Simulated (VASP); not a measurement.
# Cu (Fm-3m) in VASP: further runs, part 2 of 2

VASP 6.6.1. Earlier steps stand in the parts before.

## Step 3: Relaxation of volume and atoms at fixed shape, LDA

This run uses another cell than the first one, of 11.81 Å³/atom, 1.085 times its volume.

Contents of INCAR:

```
PREC = Accurate
ENCUT = 600
EDIFF = 1E-6
ISMEAR = 1
SIGMA = 0.05
LREAL = False
LASPH = True
NELM = 80
ALGO = Normal
ISIF = 8
LWAVE = False
LCHARG = False
IBRION = 2
NSW = 80
EDIFFG = -0.02
```

Contents of KPOINTS:

```
regular mesh
0
Gamma
  21 21 21
```

Contents of POSCAR:

```
Cu
1.0
    2.5561910000      0.0000000000      0.0000000000
    1.2780955000      2.2137263429      0.0000000000
    1.2780955000      0.7379087810      2.0871212117
Cu
1
Direct
    0.0000000000      0.0000000000      0.0000000000
```

Potentials or basis: VASP PAW LDA potentials, release 64 (Cu).

On the command line:

```
cat potpaw_LDA.64/Cu/POTCAR > POTCAR
mpirun -np 1 vasp_std > vasp.out
```

OUTCAR:

```text
PREC = Accurate
   ENCUT = 600
   EDIFF = 1E-6
   ISMEAR = 1
   LREAL = False
   LASPH = True
   NELM = 80
   ISIF = 8
   IBRION = 2
   NSW = 80
   EDIFFG = -0.02

 ion  position               nearest neighbor table
   1  0.000  0.000  0.000-

  LATTYP: Found a face centered cubic cell.
 ALAT       =     3.6149999802

  Lattice vectors:

 A1 = (   2.5561910000,   0.0000000000,   0.0000000000)
 A2 = (   1.2780955000,   2.2137263429,   0.0000000000)
 A3 = (   1.2780955000,   0.7379087810,   2.0871212117)

Analysis of symmetry for initial positions (statically):
=====================================================================
 Subroutine PRICEL returns:
 Original cell was already a primitive cell.

 Routine SETGRP: Setting up the symmetry group for a
 face centered cubic supercell.

 Subroutine GETGRP returns: Found 48 space group operations
 (whereof 48 operations were pure point group operations)
 out of a pool of 48 trial point group operations.

The static configuration has the point symmetry O_h .

Analysis of symmetry for dynamics (positions and initial velocities):
=====================================================================
 Subroutine PRICEL returns:
 Original cell was already a primitive cell.

 Routine SETGRP: Setting up the symmetry group for a
 face centered cubic supercell.

 Subroutine GETGRP returns: Found 48 space group operations
 (whereof 48 operations were pure point group operations)
 out of a pool of 48 trial point group operations.

The dynamic configuration has the point symmetry O_h .

 Subroutine INISYM returns: Found 48 space group operations
 (whereof 48 operations are pure point group operations),
 and found     1 'primitive' translations

----------------------------------------------------------------------------------------

                                     Primitive cell
[... 124 lines left out ...]
  volume of cell :       11.81
 maximum number of plane-waves:       411
   NGX = 11   NGY = 11   NGZ = 11

--------------------------------------- Ionic step        1  -------------------------------------------

 number of electron      11.0000001 magnetization

 Free energy of the ion-electron system (eV)
  ---------------------------------------------------
  ext. energy  EPLUGINS =         0.00000000
  ---------------------------------------------------
  free energy    TOTEN  =        -4.67153495 eV

  energy without entropy =       -4.67135025  energy(sigma->0) =       -4.67147338

------------------------ aborting loop because EDIFF is reached ----------------------------------------

  FORCE on cell =-STRESS in cart. coord.  units (eV):
  Direction    XX          YY          ZZ          XY          YZ          ZX
  --------------------------------------------------------------------------------------
  -------------------------------------------------------------------------------------
  Total       -0.8697713     -0.8697713     -0.8697713      0.0000000     -0.0000000      0.0000000
  in kB     -117.9915027   -117.9915027   -117.9915027      0.0000000     -0.0000000      0.0000000
  external PRESSURE =    -117.9915027 kB  Pullay stress =       0.0000000 kB
[... 57 lines left out ...]
--------------------------------------- Ionic step        3  -------------------------------------------

 number of electron      11.0000001 magnetization

 Free energy of the ion-electron system (eV)
  ---------------------------------------------------
  ext. energy  EPLUGINS =         0.00000000
  ---------------------------------------------------
  free energy    TOTEN  =        -4.70659321 eV

  energy without entropy =       -4.70646355  energy(sigma->0) =       -4.70654999

 E-fermi :   8.4195     XC(G=0): -13.5594

 val. band max:        8.4134012530   @ k =  -0.3333   0.1905   0.0476
 cond. band min:       8.4260617633   @ k =   0.4762   0.3333   0.0476
 fundamental gap:      0.0126605103
 Fermi energy:         8.4195008909

 k-point     1 :       0.0000    0.0000    0.0000
  band No.  band energies     occupation
      1      -1.6061      2.00000
      2       5.0184      2.00000
      3       5.0184      2.00000
      4       5.0184      2.00000
      5       5.9618      2.00000
      6       5.9618      2.00000
      7      31.6327      0.00000
      8      34.7175      0.00000
      9      34.7175      0.00000
[... 265 lines left out ...]
 k-point    24 :      -0.3810    0.0476    0.0000
  band No.  band energies     occupation
      1       2.5604      2.00000
      2       5.0184      2.00000
      3       5.0627      2.00000
      4       5.6042      2.00000
      5       6.4094      2.00000
      6       6.7767      2.00000
      7      14.8761      0.00000
      8      29.1227      0.00000
      9      31.1379      0.00000

 [... further k-points ...]

------------------------ aborting loop because EDIFF is reached ----------------------------------------

  FORCE on cell =-STRESS in cart. coord.  units (eV):
  Direction    XX          YY          ZZ          XY          YZ          ZX
  --------------------------------------------------------------------------------------
  -------------------------------------------------------------------------------------
  Total       -0.0051357     -0.0051357     -0.0051357      0.0000000     -0.0000000     -0.0000000
  in kB       -0.7524965     -0.7524965     -0.7524965      0.0000000     -0.0000000     -0.0000000
  external PRESSURE =      -0.7524965 kB  Pullay stress =       0.0000000 kB
[... 16 lines left out ...]
  FREE ENERGIE OF THE ION-ELECTRON SYSTEM (eV)
  ---------------------------------------------------
  free  energy   TOTEN  =        -4.7065932059 eV

  energy  without entropy=       -4.7064635471  energy(sigma->0) =       -4.70654999

 reached required accuracy - stopping structural energy minimisation
```

Wall time 42 s (1 thread of Intel Xeon 6975P-C (Granite Rapids), shared host); peak memory 0.15 GiB.

Results:

```yaml
Free_energy: -4.7066 eV
Relaxed_volume: 10.93 Å³/atom
Relaxed_cell: a = 2.491 Å, b = 2.491 Å, c = 2.491 Å, α = 60.00°, β = 60.00°, γ = 60.00°
Space_group_after_relaxing_to_0.05_Å: Fm-3m (No. 225)
Energy_gained_by_relaxing: 35.1 meV/atom
Ionic_steps: 3
Pressure_after_relaxing: -0.1 GPa
```

The path:
```csv
step,energy change (eV),largest force (eV/Å),pressure (GPa),volume (Å³)
1,0.0000,0.0000,-11.80,11.81
2,-0.0176,0.0000,10.75,10.39
3,-0.0351,0.0000,-0.08,10.93
```

Final structure:
```
Cu
1.0
     2.49139    0.00000    0.00000
     1.24569    2.15761    0.00000
     1.24569    0.71920    2.03421
Cu
1
Direct
  0.00000 0.00000 0.00000
```

LDA usually gives volumes a few per cent too small. Zero-point motion and thermal expansion aren't in these numbers.
